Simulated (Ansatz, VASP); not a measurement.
**BaS: VASP beside Ansatz**

```
Ba S
1.0
     0.00000    3.48246    3.58356
     3.48246    0.00000    3.58356
     3.48246    3.48246    0.00000
Ba S
1 1
Direct
  0.00000 0.00000 0.00000
  0.25000 0.25000 0.25000
```

Change from the starting cell: epitaxial_xy strain -1.1%.

Alike in both runs: task single point; functional PBE; k mesh 6 × 6 × 6; occupations fermi-dirac, width 0.02 eV; no spin polarisation.

```csv
,VASP,Ansatz
version,VASP 6.6.1,Ansatz 0.2.0
potentials or method,"VASP PAW PBE potentials, release 64 (Ba_sv, S)","plane waves, PAW"
plane-wave cutoff (eV),520,420
valence electrons in the cell,16,16
```

|  | VASP | Ansatz | Ansatz less VASP |
| --- | --- | --- | --- |
| gap on the k mesh at the Fermi level (eV) | 2.75 | 2.74 | -0.015 |
| pressure (GPa) | 0.5 | 0.0 | -0.43 |
| traceless stress, the component that is largest in VASP (GPa) | -0.07 | -0.09 | -0.011 |

Neither program's run includes spin-orbit coupling.
